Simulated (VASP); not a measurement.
Runs of VASP 6.6.1 on Na2S. The structure is that of space group Fm-3m (No. 225), or close to it. The cells are those of the table. 

```csv
level,cell,gap on the mesh (eV),pressure (GPa)
PBEsol+D3(BJ),"a = 4.511 Å, angles 60.0°, 3 atoms",2.61,0.1
PBE+D3(BJ),"a = 4.493 Å, angles 60.0°, 3 atoms",(b),1.4
BLYP,"a = 4.628 Å, angles 60.0°, 3 atoms",2.59,1.0
PBEsol+D3(BJ),"a = 4.541 Å, angles 60.0°, 3 atoms",2.54,-0.6
PBE+D3(BJ),"a = 4.584 Å, angles 60.0°, 3 atoms",(a),-0.6
PBE+D3(BJ),"a = 4.554 Å, angles 60.0°, 3 atoms",2.64,0.0
PBEsol+D3(BJ),"a = 4.571 Å, angles 60.0°, 3 atoms",2.48,-1.2
PBE+D3(BJ),"a = 4.524 Å, angles 60.0°, 3 atoms",2.71,0.7
PBEsol+D3(BJ),"a = 4.451 Å, angles 60.0°, 3 atoms",2.75,1.6
BLYP,"a = 4.615 Å, angles 60.0°, 3 atoms",2.61,1.3
PBE,"a = 4.615 Å, angles 60.0°, 3 atoms",2.51,0.6
PBEsol+D3(BJ),"a = 4.481 Å, angles 60.0°, 3 atoms",2.68,0.8
```

Alike in all rows: task single point; potentials or basis VASP PAW PBE potentials, release 64 (Na_pv, S); no spin polarisation; k mesh 6 × 6 × 6; cutoff (eV) 500; smearing gaussian 0.05 eV.

**Question.** Fill in the values left out.

**Answer.** (a) 2.57; (b) 2.79.

Caveats: the PAW data sets were made with another functional, which shifts forces and pressure a little (at least some runs).

